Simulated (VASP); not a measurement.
# Cu4Ni: single point with PBE

Cu4Ni:

```xyz
10
Lattice="2.5306 0.0000 0.0000 -1.2653 2.1915 0.0000 0.0000 0.0000 21.1828" Properties=species:S:1:pos:R:3 pbc="T T T"
Cu    0.0000    1.4610    1.0727
Cu    0.0000    1.4610    9.5188
Cu    0.0000    1.4610   13.8087
Cu    0.0000    1.4610   17.9656
Cu    1.2653    0.7305    3.2173
Cu    1.2653    0.7305    7.3742
Cu    1.2653    0.7305   11.6641
Cu    1.2653    0.7305   20.1102
Ni    0.0000    1.4610    5.2957
Ni    1.2653    0.7305   15.8871
```

```
Program             : VASP 6.6.1
Task                : single point
Functional          : PBE
Potentials or basis : VASP PAW PBE potentials, release 64 (Cu, Ni)
Cutoff              : 520 eV
k mesh              : 6 × 6 × 1
Occupations         : gaussian, width 0.1 eV
Spin                : collinear spin, ferromagnetic start
Starting moments    : [0.0, 0.0, 0.0, 0.0, 0.0, 0.0, 0.0, 0.0, 2.0, 2.0] μB
```

```
Pressure                                              : 0.5 GPa
Largest force                                         : 0.010 eV/Å
Band gap on the k mesh                                : zero (filled and empty bands overlap)
Net moment                                            : 0.00 μB per cell
Valence electrons inside the program's atomic spheres : Cu 9.99, 10.01 (each value once); Ni 9.25
```

Forces in eV/Å, atoms in the order of the input:
```
Cu   0.000  0.000 -0.002
Cu   0.000  0.000  0.002
Cu   0.000  0.000  0.010
Cu   0.000  0.000 -0.010
Cu   0.000  0.000  0.010
Cu   0.000  0.000 -0.010
Cu   0.000  0.000 -0.002
Cu   0.000  0.000  0.002
Ni   0.000  0.000  0.000
Ni   0.000  0.000  0.000
```

Stress tensor (GPa, compression positive):
```
0.57 0.00 0.00
0.00 0.57 0.00
0.00 0.00 0.33
```

Levels at points of the mesh, in eV from the Fermi level:
Spin up:
```csv
k point,band 54,band 55,band 56,band 57,band 58,band 59
"(0.00, 0.00, 0.00)",-1.34,-1.34,-0.99,-0.39,-0.39,-0.39
"(0.50, 0.00, 0.00)",0.53,0.60,1.11,1.25,1.56,2.20
```
Spin down:
| k point | band 54 | band 55 | band 56 | band 57 | band 58 | band 59 |
| --- | --- | --- | --- | --- | --- | --- |
| (0.00, 0.00, 0.00) | -1.34 | -1.34 | -0.99 | -0.39 | -0.39 | -0.39 |
| (0.50, 0.00, 0.00) | 0.53 | 0.60 | 1.11 | 1.25 | 1.56 | 2.20 |

Wall time 3.4 min on 1 thread of Intel(R) Xeon(R) Platinum 8488C (Sapphire Rapids), on a shared host, peak memory 0.32 GiB.

Caveat: the k points lie up to 0.48 Å⁻¹ apart, too coarse for converged energies and pressures of a metal.
